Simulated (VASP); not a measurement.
Wanted: the native input for a VASP 6.6.1 run.

* Task: single point
* Functional: PBE
* Potentials or basis: VASP PAW PBE potentials, release 64 (K_sv, Cd_sv_GW, C, O, F)
* Cutoff: 600 eV
* k mesh: 5 × 5 × 3
* Occupations: fermi-dirac, width 0.02 eV
* Spin: no spin polarisation
* Dipole correction: no
* Further INCAR settings: ALGO = Normal; EDIFF = 1e-06; NBANDS = 71

The structure of KCdCO3F lies in POSCAR:

```
KCdCO3F
1.0
    5.1349000000      0.0000000000      0.0000000000
   -2.5674500000      4.4469538459      0.0000000000
    0.0000000000      0.0000000000      8.8460000000
K Cd C O F
2 2 2 6 2
Direct
    0.6666666667      0.3333333333      0.5000000000
    0.6666666667      0.3333333333      0.0000000000
    0.0000000000      0.0000000000      0.2500000000
    0.0000000000      0.0000000000      0.7500000000
    0.3333333333      0.6666666667      0.2500000000
    0.3333333333      0.6666666667      0.7500000000
    0.4129067715      0.9487197200      0.2500000000
    0.5358129485      0.5870932285      0.2500000000
    0.0512802800      0.4641870515      0.2500000000
    0.0512802800      0.5870932285      0.7500000000
    0.4129067715      0.4641870515      0.7500000000
    0.5358129485      0.9487197200      0.7500000000
    0.0000000000      0.0000000000      0.5000000000
    0.0000000000      0.0000000000      0.0000000000
```

These files were run (other wordings do the same):

INCAR

```
PREC = Accurate ; ENCUT = 600
EDIFF = 1E-6 ; ISMEAR = -1
SIGMA = 0.02 ; LREAL = False
LASPH = True ; NELM = 120
ALGO = Normal ; ISIF = 2
LWAVE = False ; LCHARG = False
GGA = PE ; NBANDS = 71
GGA_COMPAT = False
```

KPOINTS

```
regular mesh
0
Gamma
  5 5 3
```

Potentials or basis: VASP PAW PBE potentials, release 64 (K_sv, Cd_sv_GW, C, O, F).

Run with:

```bash
$ cat potpaw_PBE.64/K_sv/POTCAR potpaw_PBE.64/Cd_sv_GW/POTCAR potpaw_PBE.64/C/POTCAR potpaw_PBE.64/O/POTCAR potpaw_PBE.64/F/POTCAR > POTCAR
$ mpirun -np 1 vasp_std > vasp.out
```

It gave:

* Pressure: 3.1 GPa
* Largest force: 0.250 eV/Å
* Band gap on the k mesh: 3.12 eV

Caveat: the cell stands under pressure; an odd mesh through Γ misses points on the zone boundary, where band edges can lie.

Run time: 2.7 min on 1 thread of Intel(R) Xeon(R) 6975P-C (Granite Rapids) (shared host), peak memory 0.47 GiB.
